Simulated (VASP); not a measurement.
# Rh (P6_3/mmc) in VASP: single point with PBE0

Aim: the single point of Rh with PBE0.

All numbers are computed with VASP 6.6.1; they aren't measurements. Logs are shortened: lines on timing, memory, paths and dates and some standing lists are left out, and cuts for length are marked.

### Step 1. The cell of the first run

Symmetry: P6_3/mmc, No. 194, hexagonal system. Conventional cell: a = 2.731 Å, b = 2.731 Å, c = 4.428 Å, α = 90.00°, β = 90.00°, γ = 120.00°. Within 3.6 Å of Rh (site symmetry -6m2) lie 12 Rh at 2.72 to 2.73 Å.

This isn't the form of Rh at room conditions, which is fcc.

### Step 2. Single point, PBE0

Contents of POSCAR:

```
Rh
1.0
    2.7309790422      0.0000000000      0.0000000000
   -1.3654895211      2.3650972278      0.0000000000
    0.0000000000      0.0000000000      4.4284890000
Rh
2
Direct
    0.3333333333      0.6666666667      0.2500000000
    0.6666666667      0.3333333333      0.7500000000
```

Contents of INCAR.step1:

```
SYSTEM = Rh
PREC     = Accurate       ! precision mode
ENCUT    = 520            ! plane-wave cutoff, eV
EDIFF    = 1E-5           ! SCF threshold, eV
ISMEAR   = -1             ! smearing method
SIGMA    = 0.05           ! smearing width, eV
LREAL    = .False.        ! projectors in reciprocal space
LASPH    = .True.         ! aspherical terms in the spheres
NELM     = 80             ! most SCF steps
ALGO     = Normal         ! electronic algorithm
ISIF     = 2              ! what is computed and relaxed
LWAVE    = .True.         ! write WAVECAR
LCHARG   = .False.        ! write CHGCAR
GGA      = PE             ! functional
NBANDS   = 22             ! bands
```

Contents of INCAR.step2:

```
SYSTEM = Rh
PREC     = Accurate       ! precision mode
ENCUT    = 520            ! plane-wave cutoff, eV
EDIFF    = 1E-6           ! SCF threshold, eV
ISMEAR   = -1             ! smearing method
SIGMA    = 0.05           ! smearing width, eV
LREAL    = .False.        ! projectors in reciprocal space
LASPH    = .True.         ! aspherical terms in the spheres
NELM     = 80             ! most SCF steps
ALGO     = Normal         ! electronic algorithm
ISIF     = 2              ! what is computed and relaxed
LWAVE    = .False.        ! write WAVECAR
LCHARG   = .False.        ! write CHGCAR
GGA      = PE             ! functional
LHFCALC  = .True.         ! exact exchange
AEXX     = 0.25           ! exact-exchange fraction
PRECFOCK = Normal       
ISTART   = 1            
NBANDS   = 22             ! bands
```

Contents of KPOINTS:

```
Automatic mesh
0
Gamma
  6 6 4
  0 0 0
```

Potentials or basis: VASP PAW PBE potentials, release 64 (Rh_pv).

Launch:

```console
$ cat potpaw_PBE.64/Rh_pv/POTCAR > POTCAR
$ cp INCAR.step1 INCAR
$ mpirun -np 1 vasp_std > vasp.out
$ cp INCAR.step2 INCAR
$ mpirun -np 1 vasp_std > vasp.out
```

OUTCAR:

```text
SYSTEM = Rh
   PREC = Accurate
   ENCUT = 520
   EDIFF = 1E-6
   ISMEAR = -1
   LREAL = .False.
   LASPH = .True.
   NELM = 80
   ISIF = 2
   GGA = PE
   LHFCALC = .True.
   AEXX = 0.25
   PRECFOCK = Normal
   ISTART = 1

 ion  position               nearest neighbor table
   1  0.333  0.667  0.250-   2 2.72   2 2.72   2 2.72   2 2.72   2 2.72   2 2.72
   2  0.667  0.333  0.750-   1 2.72   1 2.72   1 2.72   1 2.72   1 2.72   1 2.72

  LATTYP: Found a hexagonal cell.
 ALAT       =     2.7309790422
 C/A-ratio  =     1.6215756077

  Lattice vectors:

 A1 = (   2.7309790422,   0.0000000000,   0.0000000000)
 A2 = (  -1.3654895211,   2.3650972278,   0.0000000000)
 A3 = (   0.0000000000,   0.0000000000,   4.4284890000)

Analysis of symmetry for initial positions (statically):
=====================================================================
 Subroutine PRICEL returns:
 Original cell was already a primitive cell.

 Routine SETGRP: Setting up the symmetry group for a
 hexagonal supercell.

 Subroutine GETGRP returns: Found 24 space group operations
 (whereof 12 operations were pure point group operations)
 out of a pool of 24 trial point group operations.

The static configuration has the point symmetry D_3d.
 The point group associated with its full space group is D_6h.

Analysis of symmetry for dynamics (positions and initial velocities):
=====================================================================
 Subroutine PRICEL returns:
 Original cell was already a primitive cell.

 Routine SETGRP: Setting up the symmetry group for a
 hexagonal supercell.

 Subroutine GETGRP returns: Found 24 space group operations
 (whereof 12 operations were pure point group operations)
 out of a pool of 24 trial point group operations.

The dynamic configuration has the point symmetry D_3d.
 The point group associated with its full space group is D_6h.

 Subroutine INISYM returns: Found 24 space group operations
 (whereof 12 operations are pure point group operations),
 and found     1 'primitive' translations

----------------------------------------------------------------------------------------

                                     Primitive cell

  volume of cell :      28.6037

  direct lattice vectors                    reciprocal lattice vectors
     2.730979042  0.000000000  0.000000000     0.366169049  0.211407799  0.000000000
    -1.365489521  2.365097228  0.000000000     0.000000000  0.422815599  0.000000000
     0.000000000  0.000000000  4.428489000     0.000000000  0.000000000  0.225810655

  length of vectors
     2.730979042  2.730979042  4.428489000     0.422815599  0.422815599  0.225810655

  position of ions in fractional coordinates (direct lattice)
     0.333333333  0.666666667  0.250000000
     0.666666667  0.333333333  0.750000000

  ion indices of the primitive-cell ions
   primitive index   ion index
                 1           1
                 2           2

----------------------------------------------------------------------------------------

 KPOINTS: Automatic mesh

Automatic generation of k-mesh.
 Grid dimensions read from file:
 generate k-points for:    6    6    4

 Generating k-lattice:

  Cartesian coordinates                     Fractional coordinates (reciprocal lattice)
     0.061028175  0.035234633  0.000000000     0.166666667  0.000000000  0.000000000
     0.000000000  0.070469266  0.000000000     0.000000000  0.166666667  0.000000000
     0.000000000  0.000000000  0.056452664     0.000000000  0.000000000  0.250000000

  Length of vectors
     0.070469266  0.070469266  0.056452664

  Shift w.r.t. Gamma in fractional coordinates (k-lattice)
     0.000000000  0.000000000  0.000000000

 Subroutine IBZKPT returns following result:
 ===========================================

 Found     21 irreducible k-points:

 Following reciprocal coordinates:
            Coordinates               Weight
  0.000000  0.000000  0.000000      1.000000
  0.166667  0.000000  0.000000      6.000000
  0.333333  0.000000  0.000000      6.000000
  0.500000  0.000000  0.000000      3.000000
  0.166667  0.166667  0.000000      6.000000
  0.333333  0.166667  0.000000     12.000000
[... 13 lines left out ...]
  0.333333  0.166667  0.500000     12.000000
  0.333333  0.333333  0.500000      2.000000
   k-points           NKPTS =     21   k-points in BZ     NKDIM =    144   number of bands    NBANDS=     22
   number of dos      NEDOS =    301   number of ions     NIONS =      2
   total plane-waves  NPLWV =  14400
   dimension x,y,z NGX =    20 NGY =   20 NGZ =   36
   dimension x,y,z NGXF=    40 NGYF=   40 NGZF=   72
   ions per type =               2
   NGX,Y,Z   is equivalent  to a cutoff of  12.17, 12.17, 13.51 a.u.
   NGXF,Y,Z  is equivalent  to a cutoff of  24.35, 24.35, 27.03 a.u.
 SYSTEM =  Rh
   PREC   = accura    normal or accurate (medium, high low for compatibility)
   ISTART =      1    job   : 0-new  1-cont  2-samecut
   ICHARG =      0    charge: 1-file 2-atom 10-const
   ISPIN  =      1    spin polarized calculation?
   LNONCOLLINEAR =      F non collinear calculations
   LSORBIT =      F    spin-orbit coupling
   LASPH  =      T    aspherical Exc in radial PAW
   ENCUT  =  520.0 eV  38.22 Ry    6.18 a.u.   5.08  5.08  8.23*2*pi/ulx,y,z
   NELM   =     80;   NELMIN=  2; NELMDL=  0     # of ELM steps
   EDIFF  = 0.1E-05   stopping-criterion for ELM
   LREAL  =      F    real-space projection
   EDIFFG = 0.1E-04   stopping-criterion for IOM
   NSW    =      0    number of steps for IOM
   IBRION =     -1    ionic relax: 0-MD 1-quasi-New 2-CG
   NFREE  =      0    steps in history (QN), initial steepest desc. (CG)
   ISIF   =      2    stress and relaxation
   ISYM   =      3    0-nonsym 1-usesym 2-fastsym
   POTIM  = 0.5000    time-step for ionic-motion
   TEBEG  =    0.0;   TEEND  =   0.0 temperature during run
   PSTRESS=    0.0 pullay stress
   NELECT =      30.0000    total number of electrons
   NUPDOWN=      -1.0000    fix difference up-down
   EMIN   =  10.00;   EMAX   =-10.00  energy-range for DOS
   EFERMI =   0.00;   METHOD = LEGACY
   ISMEAR =    -1;   SIGMA  =   0.05  broadening in eV -4-tet -1-fermi 0-gaus
   EFERMI_NEDOS =   21; number of points for ismear=-14 and -15
   IALGO  =     38    algorithm
   IMIX   =      1    mixing-type and parameters
     AMIX     =   0.40;   BMIX     =  1.00
     AMIX_MAG =   1.60;   BMIX_MAG =  1.00
  volume/ion in A,a.u.               =      14.30        96.51
  Fermi-wavevector in a.u.,A,eV,Ry     =   1.663314  3.143208 37.642066  2.766614
  Thomas-Fermi vector in A             =   2.750053
   LORBIT       =      0    0 simple, 1 ext, 2 COOP (PROOUT), +10 PAW based schemes
   GGA     = PE    functional components
   LHFCALC =     T    Hartree Fock is set to
   PRECFOCK=normal    Normal, Fast or Accurate (Low or Medium for compatibility)
   ENCUT4O =  -1.0   cutoff for four orbital integrals eV
   NKREDX  =     1    reduce k-point grid by
   NKREDY  =     1    reduce k-point grid by
   NKREDZ  =     1    reduce k-point grid by
   AEXX    =    0.2500 exact exchange contribution
   HFSCREEN=    0.0000 screening length (either q_TF or 0.3 A-1)
   HFSCREENC=   0.0000 screening length for correlation (either q_TF or 0.3 A-1)
   ENCUTFOCK=  -1.0 apply spherical cutoff to Coloumb kernel
   IVDW    =     0    specifies the selected vdW correction
   LEPSILON=     F    determine dielectric tensor
   LRPA    =     F    only Hartree local field effects (RPA)
 non-spin polarized calculation
  energy-cutoff  :      520.00
  volume of cell :       28.60
 maximum number of plane-waves:       785
  NGX = 16; NGY = 16; NGZ = 28

 number of electron      30.0000009 magnetization

 Free energy of the ion-electron system (eV)
  ---------------------------------------------------
  ext. energy  EPLUGINS =         0.00000000
  ---------------------------------------------------
  free energy    TOTEN  =       -18.31327908 eV

  energy without entropy =      -18.31120153  energy(sigma->0) =      -18.31224031

 E-fermi :  10.6651     XC(G=0): -10.7839

 val. band max:       10.2658867647   @ k =   0.1667   0.1667   0.0000
 cond. band min:      10.6655168535   @ k =   0.3333   0.3333   0.0000
 fundamental gap:      0.3996300888
 Fermi energy:        10.6651074373

 k-point     1 :       0.0000    0.0000    0.0000
  band No.  band energies     occupation
      1     -39.8267      2.00000
      2     -39.1083      2.00000
      3     -39.1083      2.00000
      4     -39.0480      2.00000
      5     -38.9871      2.00000
      6     -38.9871      2.00000
[... 14 lines left out ...]
     21      30.6030      0.00000
     22      31.2662      0.00000

 k-point     2 :       0.1667    0.0000    0.0000
  band No.  band energies     occupation
      1     -39.7598      2.00000
      2     -39.2473      2.00000
      3     -39.1525      2.00000
      4     -39.1345      2.00000
      5     -39.0771      2.00000
      6     -39.0126      2.00000
[... 14 lines left out ...]
     21      31.1138      0.00000
     22      31.2881      0.00000

 k-point     3 :       0.3333    0.0000    0.0000
  band No.  band energies     occupation
      1     -39.6034      2.00000
      2     -39.5283      2.00000
      3     -39.4171      2.00000
      4     -39.2391      2.00000
      5     -39.1611      2.00000
      6     -39.0658      2.00000
[... 14 lines left out ...]
     21      27.3614      0.00000
     22      28.2307      0.00000
[... 401 lines left out ...]
 k-point    20 :       0.3333    0.1667    0.5000
  band No.  band energies     occupation
      1     -39.6693      2.00000
      2     -39.6693      2.00000
      3     -39.3173      2.00000
      4     -39.3173      2.00000
      5     -39.1763      2.00000
      6     -39.1763      2.00000
[... 14 lines left out ...]
     21      26.3621      0.00000
     22      26.3621      0.00000

 k-point    21 :       0.3333    0.3333    0.5000
  band No.  band energies     occupation
      1     -39.6237      2.00000
      2     -39.6237      2.00000
      3     -39.4415      2.00000
      4     -39.4415      2.00000
      5     -39.1742      2.00000
      6     -39.1742      2.00000
[... 14 lines left out ...]
     21      22.5438      0.00000
     22      22.5438      0.00000

------------------------ aborting loop because EDIFF is reached ----------------------------------------

  FORCE on cell =-STRESS in cart. coord.  units (eV):
  Direction    XX          YY          ZZ          XY          YZ          ZX
  --------------------------------------------------------------------------------------
  -------------------------------------------------------------------------------------
  Total       -2.1408032     -2.1408032     -3.5364026     -0.0000000      0.0000000      0.0000000
  in kB     -119.9124811   -119.9124811   -198.0839789     -0.0000000      0.0000000      0.0000000
  external PRESSURE =    -145.9696470 kB  Pullay stress =       0.0000000 kB

 VOLUME and BASIS-vectors are now :
 -----------------------------------------------------------------------------
  energy-cutoff  :      520.00
  volume of cell :       28.60
      direct lattice vectors                 reciprocal lattice vectors
     2.730979042  0.000000000  0.000000000     0.366169049  0.211407799  0.000000000
    -1.365489521  2.365097228  0.000000000     0.000000000  0.422815599  0.000000000
     0.000000000  0.000000000  4.428489000     0.000000000  0.000000000  0.225810655

 POSITION                                       TOTAL-FORCE (eV/Angst)
 -----------------------------------------------------------------------------------
     -0.00000      1.57673      1.10712        -0.000000      0.000000     -0.000000
      1.36549      0.78837      3.32137         0.000000     -0.000000      0.000000
 -----------------------------------------------------------------------------------
    total drift:                                0.000000     -0.000000     -0.000000

  FREE ENERGIE OF THE ION-ELECTRON SYSTEM (eV)
  ---------------------------------------------------
  free  energy   TOTEN  =       -18.3132790809 eV

  energy  without entropy=      -18.3112015317  energy(sigma->0) =      -18.31224031
```

Wall time 63 min (1 thread of Intel Xeon Platinum 8259CL at 2.50GHz (Skylake/Cascade Lake), shared host); peak memory 0.17 GiB.

What came out:

```yaml
Free_energy: -18.3133 eV
Pressure: -14.6 GPa
Band_gap_on_the_k_mesh: zero (bands 15 and 16 overlap by 3.36 eV)
```

Stress tensor (GPa, compression positive):
```
-11.99   0.00   0.00
  0.00 -11.99   0.00
  0.00   0.00 -19.81
```

Levels at points of the mesh, in eV from the Fermi level:
```tsv
k point	band 13	band 14	band 15	band 16	band 17	band 18
(0.00, 0.00, 0.00)	-3.21	-2.54	-2.54	0.80	0.80	1.39
(0.50, 0.00, 0.00)	-2.42	0.90	1.12	1.22	3.89	6.28
(0.00, 0.00, 0.50)	-3.72	-3.72	-0.69	-0.69	-0.69	-0.69
(0.50, 0.00, 0.50)	-0.49	-0.49	1.16	1.16	3.64	3.64
```

Caveat: the k points lie up to 0.44 Å⁻¹ apart, too coarse for converged energies and pressures of a metal; the PAW data sets were made with another functional, which shifts forces and pressure a little.

The gap in the log of VASP goes by the Fermi energy; the results here count the filled bands.